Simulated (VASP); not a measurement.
Set up this calculation in VASP 6.6.1, as the native input.

| Item | Value |
| --- | --- |
| Task | single point |
| Functional | PBEsol |
| Potentials or basis | VASP PAW PBE potentials, release 64 (K_sv, I) |
| Cutoff | 520 eV |
| k mesh | 1 × 1 × 1 |
| Occupations | fermi-dirac, width 0.1034 eV |
| Spin | no spin polarisation |
| Dipole correction | no |
| Further INCAR settings | LREAL = Auto; ALGO = Normal; EDIFF = 1e-06; NBANDS = 78 |

The structure of KI lies in POSCAR:

```
KI
1.0
    7.1418619535      0.0000000000      7.1418619535
    7.1418619535      7.1418619535      0.0000000000
    0.0000000000      7.1418619535      7.1418619535
K I
8 8
Direct
    0.0184507907     -0.0094917825     -0.0457117489
   -0.0098700452      0.5099662418     -0.0035488645
    0.4844508368      0.0376768694     -0.0147642170
    0.5044793673      0.5086957748      0.0141528919
    0.0007505746      0.0118017543      0.4814364269
    0.0423122152      0.4521056303      0.4801913034
    0.5132737826     -0.0328924728      0.4982979961
    0.5004942021      0.5033756636      0.5098528260
    0.2527427038      0.2599121226      0.2633826462
    0.2418715191      0.7362606606      0.2488181670
    0.7579025659      0.2478500021      0.2652859314
    0.7318467557      0.7498363221      0.2761371632
    0.2397110881      0.2530878518      0.7278200746
    0.2571728510      0.7481981638      0.7327251680
    0.7511418640      0.2682745078      0.7497807343
    0.7508684059      0.7423609606      0.7607263393
```

This cell differs from its parent crystal: dynamics (nve) at 1200 K, volume x 1.04, from the last frame before.

One way to write it, as run:

INCAR

```
SYSTEM = KI
  ALGO = Normal
  EDIFF = 1E-6
  ENCUT = 520
  GGA = PS
  ISIF = 2
  ISMEAR = -1
  LASPH = .True.
  LCHARG = .False.
  LREAL = Auto
  LWAVE = .False.
  NBANDS = 78
  NELM = 60
  PREC = Accurate
  SIGMA = 0.1034
```

KPOINTS

```
k-points
0
Gamma
  1 1 1
  0 0 0
```

Potentials or basis: VASP PAW PBE potentials, release 64 (K_sv, I).

Run with:

```sh
$ cat potpaw_PBE.64/K_sv/POTCAR potpaw_PBE.64/I/POTCAR > POTCAR
$ mpirun -np 1 vasp_gam > vasp.out
```

Results of the run:

```json
{
  "Pressure": "0.6 GPa",
  "Largest force": "1.389 eV/Å"
}
```

Caveat: the k points lie up to 0.76 Å⁻¹ apart; the atoms stand as in a frame of molecular dynamics; the PAW data sets were made with another functional, which shifts forces and pressure a little.

Run time: 110 s on 1 thread of Oxide Virtual Turin-like Processor, on a shared host, peak memory 0.88 GiB.
